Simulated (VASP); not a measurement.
BAs (l.bA): single point with LDA

The system is BAs (l.bA).

```
CELL_PARAMETERS angstrom
0.00000 2.36597 2.36597
2.36597 0.00000 2.36597
2.36597 2.36597 0.00000
ATOMIC_POSITIONS crystal
B 0.00000 0.00000 0.00000
As 0.25000 0.25000 0.25000
```

```yaml
Program: VASP 6.6.1
Task: single point
Functional: LDA
Potentials_or_basis: VASP PAW LDA potentials, release 64 (B, As)
Cutoff: 500 eV
k_mesh: 10 × 10 × 10
Occupations: gaussian, width 0.02 eV
Spin: no spin polarisation
```

```json
{
 "Pressure": "1.0 GPa",
 "Band gap on the k mesh": "1.10 eV, indirect (least direct gap 3.29 eV)"
}
```

Levels at points of the mesh, in eV from the valence-band top:
| k point | band 1 | band 2 | band 3 | band 4 | band 5 | band 6 | band 7 | band 8 |
| --- | --- | --- | --- | --- | --- | --- | --- | --- |
| (0.00, 0.00, 0.00) | -15.64 | 0.00 | 0.00 | 0.00 | 3.29 | 3.29 | 3.29 | 5.06 |
| (0.50, 0.00, 0.00) | -12.68 | -8.97 | -1.87 | -1.87 | 2.86 | 4.78 | 4.78 | 8.75 |
| (0.50, 0.50, 0.00) | -11.35 | -8.59 | -4.20 | -4.20 | 1.32 | 1.38 | 11.51 | 11.51 |

It took 12 s on 1 thread of Intel Xeon 8259CL (shared host), peak memory 0.13 GiB.

A k mesh can miss the band edges. As with any semilocal functional, this LDA gap is likely too small.
